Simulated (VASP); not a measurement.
# Al8Ni8CO2 in VASP: notebook

Runs on Al8Ni8CO2. Level: PBE+D3(BJ). Tasks: single point.

Everything below comes from runs of VASP 6.6.1. Logs are shortened: lines on timing, memory, paths and dates and some standing lists are left out, and cuts for length are marked.

## 1. The cell of the first run

The cell holds a slab with vacuum, 19 atoms: a = 5.719 Å, b = 5.719 Å, c = 17.290 Å, α = 90.00°, β = 90.00°, γ = 90.00°.

## 2. Single point, PBE+D3(BJ), collinear spin, ferromagnetic start

Input file INCAR:

```
SYSTEM = Al8Ni8CO2
ALGO = Normal
EDIFF = 1E-7
ENCUT = 520
GGA = PE
ISIF = 2
ISMEAR = -1
ISPIN = 2
IVDW = 12
LASPH = .TRUE.
LCHARG = .FALSE.
LMAXMIX = 4
LORBIT = 11
LREAL = Auto
LWAVE = .FALSE.
MAGMOM = 0 0 0 0 0 0 0 0 0.8 0.8 0.8 0.8 0.8 0.8 0.8 0.8 0 0 0
NBANDS = 79
NELM = 150
PREC = Accurate
SIGMA = 0.15
```

Input file KPOINTS:

```
k-points
0
G
  3 3 1
  0 0 0
```

Input file POSCAR:

```
Al8Ni8CO2
1.0
    5.7194230000      0.0000000000      0.0000000000
    0.0000000000      5.7194230000      0.0000000000
    0.0000000000      0.0000000000     17.2895670000
Al Ni C O
8 8 1 2
Direct
    0.2499203154      0.2492559127      0.1402059404
    0.2537668573      0.2495356612      0.3018467727
    0.2500601896      0.7503728960      0.1399456678
    0.2524380519      0.7499707575      0.3011931993
    0.7502679903      0.2493957870      0.1393441490
    0.7464913856      0.2452869809      0.2957795299
    0.7501106318      0.7501281161      0.1394309065
    0.7481523923      0.7492539020      0.2982550112
    0.0000000000      0.0000000000      0.0578383484
    0.0000349686     -0.0008392455      0.2271716810
    0.0000000000      0.4999979893      0.0578383484
    0.0004196227      0.4990538381      0.2260958878
    0.4999979893      0.0000000000      0.0578383484
    0.5002427692      0.0004021385      0.2263214573
    0.4999979893      0.4999979893      0.0578383484
    0.4997532094      0.4994909452      0.2251242035
    0.9053710488      0.4110029980      0.4293918986
    0.8664160703      0.2084650847      0.4208896614
    0.9235896698      0.6152718552      0.4252217537
```

Potentials or basis: VASP PAW PBE potentials, release 64 (Al, Ni, C, O).

Launch:

```console
> cat potpaw_PBE.64/Al/POTCAR potpaw_PBE.64/Ni/POTCAR potpaw_PBE.64/C/POTCAR potpaw_PBE.64/O/POTCAR > POTCAR
> mpirun -np 1 vasp_std > vasp.out
```

OUTCAR:

```text
SYSTEM = Al8Ni8CO2
   EDIFF = 1E-7
   ENCUT = 520
   GGA = PE
   ISIF = 2
   ISMEAR = -1
   ISPIN = 2
   IVDW = 12
   LASPH = .TRUE.
   LORBIT = 11
   LREAL = Auto
   NELM = 150
   PREC = Accurate
 IVDW          = 12

 ion  position               nearest neighbor table
   1  0.250  0.249  0.140-   9 2.47  13 2.47  11 2.48  15 2.48  16 2.50  12 2.51  14 2.51  10 2.52
                             2 2.79   3 2.85   5 2.86   5 2.86   3 2.87
   2  0.254  0.250  0.302-  14 2.39  16 2.40  10 2.41  12 2.42   1 2.79   6 2.82   4 2.86   4 2.86
                             6 2.90
   3  0.250  0.750  0.140-  13 2.47   9 2.47  15 2.47  11 2.47  16 2.50  14 2.51  12 2.51  10 2.52
                             4 2.79   1 2.85   7 2.86   7 2.86   1 2.87
   4  0.252  0.750  0.301-  14 2.39  10 2.40  16 2.40  12 2.41   3 2.79   8 2.84   2 2.86   2 2.86
                             8 2.88
   5  0.750  0.249  0.139-   9 2.46  13 2.46  11 2.47  15 2.47  16 2.51  14 2.52  12 2.52  10 2.53
                             6 2.70   7 2.86   1 2.86   1 2.86   7 2.86
   6  0.746  0.245  0.296-  18 2.28  14 2.32  10 2.34  16 2.37  12 2.38  17 2.66   5 2.70   2 2.82
                             8 2.84   8 2.88   2 2.90
   7  0.750  0.750  0.139-   9 2.46  13 2.47  11 2.47  15 2.47  16 2.51  14 2.52  12 2.52  10 2.52
                             8 2.75   5 2.86   3 2.86   3 2.86   5 2.86
   8  0.748  0.749  0.298-  14 2.37  10 2.37  16 2.38  12 2.38  19 2.53   7 2.75   4 2.84   6 2.84
                             6 2.88   4 2.88
   9  0.000  0.000  0.058-   5 2.46   7 2.46   3 2.47   1 2.47  11 2.86  13 2.86  11 2.86  13 2.86
                            10 2.93
  10  0.000  0.999  0.227-   6 2.34   8 2.37   4 2.40   2 2.41   3 2.52   1 2.52   7 2.52   5 2.53
                            14 2.86  12 2.86  12 2.86  14 2.86   9 2.93
  11  0.000  0.500  0.058-   7 2.47   5 2.47   3 2.47   1 2.48   9 2.86  15 2.86   9 2.86  15 2.86
                            12 2.91
  12  0.000  0.499  0.226-   6 2.38   8 2.38   4 2.41   2 2.42   1 2.51   3 2.51   5 2.52   7 2.52
                            16 2.86  10 2.86  10 2.86  16 2.86  11 2.91
  13  0.500  0.000  0.058-   5 2.46   7 2.47   3 2.47   1 2.47   9 2.86  15 2.86   9 2.86  15 2.86
                            14 2.91
  14  0.500  0.000  0.226-   6 2.32   8 2.37   2 2.39   4 2.39   1 2.51   3 2.51   5 2.52   7 2.52
                            16 2.85  10 2.86  10 2.86  16 2.86  13 2.91
  15  0.500  0.500  0.058-   7 2.47   5 2.47   3 2.47   1 2.48  11 2.86  13 2.86  11 2.86  13 2.86
                            16 2.89
  16  0.500  0.499  0.225-   6 2.37   8 2.38   2 2.40   4 2.40   1 2.50   3 2.50   5 2.51   7 2.51
                            14 2.85  12 2.86  12 2.86  14 2.86  15 2.89
  17  0.905  0.411  0.429-  19 1.18  18 1.19   6 2.66
  18  0.866  0.208  0.421-  17 1.19   6 2.28
  19  0.924  0.615  0.425-  17 1.18   8 2.53

  LATTYP: Found a simple tetragonal cell.
 ALAT       =     5.7194230000
 C/A-ratio  =     3.0229565115

  Lattice vectors:

 A1 = (   5.7194230000,   0.0000000000,   0.0000000000)
 A2 = (   0.0000000000,   5.7194230000,   0.0000000000)
 A3 = (   0.0000000000,   0.0000000000,  17.2895670000)

Analysis of symmetry for initial positions (statically):
=====================================================================
 Subroutine PRICEL returns:
 Original cell was already a primitive cell.

 Routine SETGRP: Setting up the symmetry group for a
 simple tetragonal supercell.

 Subroutine GETGRP returns: Found  1 space group operations
 (whereof  1 operations were pure point group operations)
 out of a pool of 16 trial point group operations.

The static configuration has the point symmetry C_1 .

Analysis of symmetry for dynamics (positions and initial velocities):
=====================================================================
 Subroutine PRICEL returns:
 Original cell was already a primitive cell.

 Routine SETGRP: Setting up the symmetry group for a
 simple tetragonal supercell.

 Subroutine GETGRP returns: Found  1 space group operations
 (whereof  1 operations were pure point group operations)
 out of a pool of 16 trial point group operations.

The dynamic configuration has the point symmetry C_1 .

Analysis of structural, dynamic, and magnetic symmetry:
=====================================================================
 Subroutine PRICEL returns:
 Original cell was already a primitive cell.

 Routine SETGRP: Setting up the symmetry group for a
 simple tetragonal supercell.

 Subroutine GETGRP returns: Found  1 space group operations
 (whereof  1 operations were pure point group operations)
 out of a pool of 16 trial point group operations.
[... 108 lines left out ...]
   ICHARG =      2    charge: 1-file 2-atom 10-const
   ISPIN  =      2    spin polarized calculation?
   LNONCOLLINEAR =      F non collinear calculations
   LSORBIT =      F    spin-orbit coupling
   LASPH  =      T    aspherical Exc in radial PAW
   ENCUT  =  520.0 eV  38.22 Ry    6.18 a.u.  10.63 10.63 32.15*2*pi/ulx,y,z
   NELM   =    150;   NELMIN=  2; NELMDL= -5     # of ELM steps
   EDIFF  = 0.1E-06   stopping-criterion for ELM
   LREAL  =      T    real-space projection
   EDIFFG = 0.1E-05   stopping-criterion for IOM
   NSW    =      0    number of steps for IOM
   IBRION =     -1    ionic relax: 0-MD 1-quasi-New 2-CG
   NFREE  =      0    steps in history (QN), initial steepest desc. (CG)
   ISIF   =      2    stress and relaxation
   ISYM   =      2    0-nonsym 1-usesym 2-fastsym
   POTIM  = 0.5000    time-step for ionic-motion
   TEBEG  =    0.0;   TEEND  =   0.0 temperature during run
   PSTRESS=    0.0 pullay stress
   NELECT =     120.0000    total number of electrons
   NUPDOWN=      -1.0000    fix difference up-down
   EMIN   =  10.00;   EMAX   =-10.00  energy-range for DOS
   EFERMI =   0.00;   METHOD = LEGACY
   ISMEAR =    -1;   SIGMA  =   0.15  broadening in eV -4-tet -1-fermi 0-gaus
   EFERMI_NEDOS =   21; number of points for ismear=-14 and -15
   IALGO  =     38    algorithm
   IMIX   =      4    mixing-type and parameters
     AMIX     =   0.40;   BMIX     =  1.00
     AMIX_MAG =   1.60;   BMIX_MAG =  1.00
  volume/ion in A,a.u.               =      29.77       200.88
  Fermi-wavevector in a.u.,A,eV,Ry     =   0.976425  1.845176 12.971883  0.953407
  Thomas-Fermi vector in A             =   2.107043
   LORBIT       =     11    0 simple, 1 ext, 2 COOP (PROOUT), +10 PAW based schemes
   GGA     = PE    functional components
   LHFCALC =     F    Hartree Fock is set to
   AEXX    =    0.0000 exact exchange contribution
   IVDW    =    12    specifies the selected vdW correction
   LEPSILON=     F    determine dielectric tensor
   LRPA    =     F    only Hartree local field effects (RPA)
 spin polarized calculation
  energy-cutoff  :      520.00
  volume of cell :      565.57
 maximum number of plane-waves:     15255
 NGX is ok and might be reduce to    42
   NGX = 21   NGY = 21   NGZ = 65

 number of electron     120.0000033 magnetization      -0.0000021

 number of electron     120.0000033 magnetization       0.0000309

 Free energy of the ion-electron system (eV)
  ---------------------------------------------------
  ext. energy  EPLUGINS =         0.00000000
  ---------------------------------------------------
  free energy    TOTEN  =       -97.02090370 eV

  energy without entropy =      -96.18758907  energy(sigma->0) =      -96.60424638

 E-fermi :   1.3668     XC(G=0):  -5.7833

 val. band max:        1.2847225467   @ k =   0.0000   0.3333   0.0000
 cond. band min:       1.4743525348   @ k =   0.0000   0.0000   0.0000
 fundamental gap:      0.1896299881
 Fermi energy:         1.3667713321

 spin component 1

 k-point     1 :       0.0000    0.0000    0.0000
  band No.  band energies     occupation
      1     -25.1473      1.00000
      2     -24.0513      1.00000
      3     -10.2585      1.00000
      4      -9.4239      1.00000
      5      -8.8863      1.00000
      6      -8.7759      1.00000
[... 364 lines left out ...]
     71       4.2955      0.00000
     72       4.3302      0.00000
 Fermi energy:         1.3667713321

 spin component 2

 k-point     1 :       0.0000    0.0000    0.0000
  band No.  band energies     occupation
      1     -25.1473      1.00000
      2     -24.0513      1.00000
      3     -10.2585      1.00000
      4      -9.4239      1.00000
      5      -8.8863      1.00000
      6      -8.7759      1.00000
[... 364 lines left out ...]
     71       4.2955      0.00000
     72       4.3302      0.00000
 [bands above 72 left out]

------------------------ aborting loop because EDIFF is reached ----------------------------------------

 Edisp (eV)   -4.93752

 E8    (eV) :    -2.2387

  FORCE on cell =-STRESS in cart. coord.  units (eV):
  Direction    XX          YY          ZZ          XY          YZ          ZX
  --------------------------------------------------------------------------------------
  -------------------------------------------------------------------------------------
  Total      -5.84084    -5.06058     7.63645     0.53789     1.83101    -0.79899
  in kB     -16.54615   -14.33581    21.63283     1.52375     5.18695    -2.26342
  external pressure =       -3.08 kB  Pullay stress =        0.00 kB

 VOLUME and BASIS-vectors are now :
 -----------------------------------------------------------------------------
  energy-cutoff  :      520.00
  volume of cell :      565.57
      direct lattice vectors                 reciprocal lattice vectors
     5.719423000  0.000000000  0.000000000     0.174842812  0.000000000  0.000000000
     0.000000000  5.719423000  0.000000000     0.000000000  0.174842812  0.000000000
     0.000000000  0.000000000 17.289567000     0.000000000  0.000000000  0.057838348

 POSITION                                       TOTAL-FORCE (eV/Angst)
 -----------------------------------------------------------------------------------
      1.42940      1.42560      2.42410        -0.009842     -0.014056     -1.068816
      1.45140      1.42720      5.21880         0.113209     -0.018529      0.169201
      1.43020      4.29170      2.41960        -0.005255     -0.008394     -1.052386
      1.44380      4.28940      5.20750         0.057847      0.007700      0.242695
      4.29110      1.42640      2.40920         0.021596     -0.014730     -1.194030
      4.26950      1.40290      5.11390        -0.026174     -0.185433      0.096374
[... 11 lines left out ...]
      4.95540      1.19230      7.27700        -0.586772     -0.512767      0.031140
      5.28240      3.51900      7.35190        -0.201337      1.105054      0.505366
 -----------------------------------------------------------------------------------
    total drift:                               -0.002031     -0.013251      0.017685

  FREE ENERGIE OF THE ION-ELECTRON SYSTEM (eV)
  ---------------------------------------------------
  free  energy   TOTEN  =      -101.9584268363 eV

  energy  without entropy=     -101.1251122122  energy(sigma->0) =     -101.54176952

 total charge

# of ion       s       p       d       tot
------------------------------------------
    1        0.395   0.408   0.000   0.803
    2        0.427   0.379   0.000   0.805
    3        0.395   0.408   0.000   0.803
    4        0.423   0.371   0.000   0.794
    5        0.397   0.409   0.000   0.805
    6        0.421   0.394   0.000   0.814
[... 11 lines left out ...]
   18        1.614   3.523   0.000   5.137
   19        1.617   3.527   0.000   5.144
--------------------------------------------------
tot         11.179  15.409  67.694  94.282

 magnetization (x)

# of ion       s       p       d       tot
------------------------------------------
    1        0.000  -0.000   0.000   0.000
    2       -0.000  -0.000   0.000  -0.000
    3        0.000  -0.000   0.000   0.000
    4        0.000   0.000   0.000   0.000
    5        0.000  -0.000   0.000   0.000
    6       -0.000  -0.000   0.000  -0.000
[... 11 lines left out ...]
   18       -0.000   0.000   0.000   0.000
   19       -0.000   0.000   0.000   0.000
--------------------------------------------------
tot          0.000   0.000   0.000   0.000
```

It took 58 min on 1 thread of Intel Xeon 8259CL, shared host; peak memory 1.1 GiB.

What came out:

```
Free energy                                           : -101.9584 eV
Largest force                                         : 1.290 eV/Å
Band gap on the k mesh                                : zero (filled and empty bands overlap)
Net moment                                            : 0.00 μB per cell
Valence electrons inside the program's atomic spheres : Al 0.80, 0.81, 0.79 (each value once); Ni 9.16, 9.55, 9.54, 9.57, 9.56 (each value once); C 2.71; O 5.14
Dispersion energy per atom                            : -0.260 eV
```

Forces in eV/Å, atoms in the order of the input:
```
Al  -0.010 -0.014 -1.069
Al   0.113 -0.019  0.169
Al  -0.005 -0.008 -1.052
Al   0.058  0.008  0.243
Al   0.022 -0.015 -1.194
Al  -0.026 -0.185  0.096
Al   0.016 -0.005 -1.115
Al  -0.006  0.017  0.189
Ni   0.022 -0.010  0.507
Ni   0.141 -0.113 -0.033
Ni   0.027 -0.002  0.523
Ni   0.032 -0.076  0.111
Ni  -0.015 -0.011  0.457
Ni  -0.092 -0.122 -0.113
Ni  -0.018 -0.009  0.484
Ni   0.032  0.038  0.072
C    0.499 -0.065  1.188
O   -0.587 -0.513  0.031
O   -0.201  1.105  0.505
```

Levels at points of the mesh, in eV from the Fermi level:
Spin up:
| k point | band 59 | band 60 | band 61 | band 62 | band 63 | band 64 |
| --- | --- | --- | --- | --- | --- | --- |
| (0.00, 0.00, 0.00) | -0.30 | -0.28 | -0.26 | -0.24 | 0.11 | 0.37 |
Spin down:
| k point | band 57 | band 58 | band 59 | band 60 | band 61 | band 62 | band 63 | band 64 | band 65 | band 66 |
| --- | --- | --- | --- | --- | --- | --- | --- | --- | --- | --- |
| (0.00, 0.00, 0.00) | -0.84 | -0.63 | -0.30 | -0.28 | -0.26 | -0.24 | 0.11 | 0.37 | 1.46 | 1.53 |

Caveat: the k points lie up to 0.37 Å⁻¹ apart.

## 3. Single point, PBE+D3(BJ), collinear spin, ferromagnetic start

Input file INCAR:

```
SYSTEM = Al8Ni8CO2
PREC     = Accurate       ! precision mode
ENCUT    = 520            ! plane-wave cutoff, eV
EDIFF    = 1E-6           ! SCF threshold, eV
ISMEAR   = -1             ! smearing method
SIGMA    = 0.15           ! smearing width, eV
LREAL    = Auto         
LASPH    = .TRUE.         ! aspherical terms in the spheres
NELM     = 150            ! most SCF steps
ALGO     = Normal         ! electronic algorithm
ISIF     = 2              ! what is computed and relaxed
LWAVE    = .FALSE.        ! write WAVECAR
LCHARG   = .FALSE.        ! write CHGCAR
ISPIN    = 2              ! spin polarisation
MAGMOM   = 0 0 0 0 0 0 0 0 0.8 0.8 0.8 0.8 0.8 0.8 0.8 0.8 0 0 0 ! initial moments
LORBIT   = 11             ! projections on sites
LMAXMIX  = 4              ! l up to which the mixer works
GGA      = PE             ! functional
IVDW     = 12             ! dispersion correction
NBANDS   = 79             ! bands
```

Input file KPOINTS:

```
regular mesh
0
G
  3 3 1
  0 0 0
```

Input file POSCAR:

```
Al8Ni8CO2
1.0
    5.7194230000      0.0000000000      0.0000000000
    0.0000000000      5.7194230000      0.0000000000
    0.0000000000      0.0000000000     17.2895670000
Al Ni C O
8 8 1 2
Direct
    0.2498853468      0.2484691200      0.1252200243
    0.2470179247      0.2527003161      0.3051319909
    0.2497105040      0.7478726438      0.1250060224
    0.2480494973      0.7450052217      0.3028068893
    0.7510372987      0.2490985542      0.1231436276
    0.7427147808      0.2368945259      0.2883183830
    0.7512121415      0.7480474866      0.1247978044
    0.7569120172      0.7325389292      0.3057913480
    0.0000000000      0.0000000000      0.0578383484
    0.0092317005     -0.0107178644      0.2225677485
    0.0000000000      0.4999979893      0.0578383484
    0.0056299385      0.4947002521      0.2186578762
    0.4999979893      0.0000000000      0.0578383484
    0.4964836488     -0.0093191219      0.2215844966
    0.4999979893      0.4999979893      0.0578383484
    0.4997881779      0.5010120776      0.2219430944
    0.9800638981      0.4459191076      0.3876788817
    0.8020039784      0.2726848495      0.4013460835
    0.8953875242      0.6796664629      0.3928496301
```

Potentials or basis: VASP PAW PBE potentials, release 64 (Al, Ni, C, O).

Launch:

```console
> cat potpaw_PBE.64/Al/POTCAR potpaw_PBE.64/Ni/POTCAR potpaw_PBE.64/C/POTCAR potpaw_PBE.64/O/POTCAR > POTCAR
> mpirun -np 1 vasp_std > vasp.out
```

Wall time 33 min (1 thread of AMD EPYC 7R13 (Zen 3), shared host); peak memory 1 GiB.

It converged, with:

| Property | Result |
| --- | --- |
| Free energy | -102.9931 eV |
| Largest force | 3.812 eV/Å |
| Band gap on the k mesh | zero (filled and empty bands overlap) |
| Net moment | 0.00 μB per cell |
| Valence electrons inside the program's atomic spheres | Al 0.83, 0.74, 0.76, 0.80, 0.79 (each value once); Ni 9.33, 9.41, 9.43, 9.32, 9.40 (each value once); C 2.22; O 4.98, 5.08 |
| Dispersion energy per atom | -0.259 eV |

Forces on the atoms (eV/Å):
```
Al   0.081 -0.032  0.997
Al  -0.564  0.423 -0.010
Al   0.071  0.084  0.939
Al  -0.005  0.079 -0.499
Al  -0.080 -0.027  1.085
Al   0.532  0.075  1.820
Al  -0.077  0.078  1.068
Al  -0.952  0.799 -2.151
Ni   0.074 -0.111 -0.741
Ni  -0.154 -0.032 -0.189
Ni   0.085 -0.044 -0.839
Ni  -0.169  0.075 -0.514
Ni  -0.039 -0.102 -0.778
Ni  -0.028 -0.136  0.178
Ni  -0.048 -0.028 -0.708
Ni  -0.172  0.060  0.142
C   -2.556 -1.659  0.228
O    2.239  2.629 -1.614
O    1.763 -2.130  1.584
```

Levels at points of the mesh, in eV from the Fermi level:
Spin up:
```tsv
k point	band 58	band 59	band 60	band 61	band 62	band 63	band 64	band 65
(0.00, 0.00, 0.00)	-0.64	-0.59	-0.51	-0.39	-0.37	0.54	0.87	1.10
```
Spin down:
| k point | band 58 | band 59 | band 60 | band 61 | band 62 | band 63 | band 64 | band 65 |
| --- | --- | --- | --- | --- | --- | --- | --- | --- |
| (0.00, 0.00, 0.00) | -0.64 | -0.59 | -0.51 | -0.39 | -0.37 | 0.54 | 0.87 | 1.10 |

Caveat: the k points lie up to 0.37 Å⁻¹ apart, too coarse for converged energies and pressures of a metal. With open d or f shells a metallic result of PBE can be an artefact of self-interaction; +U or a hybrid may open a gap.
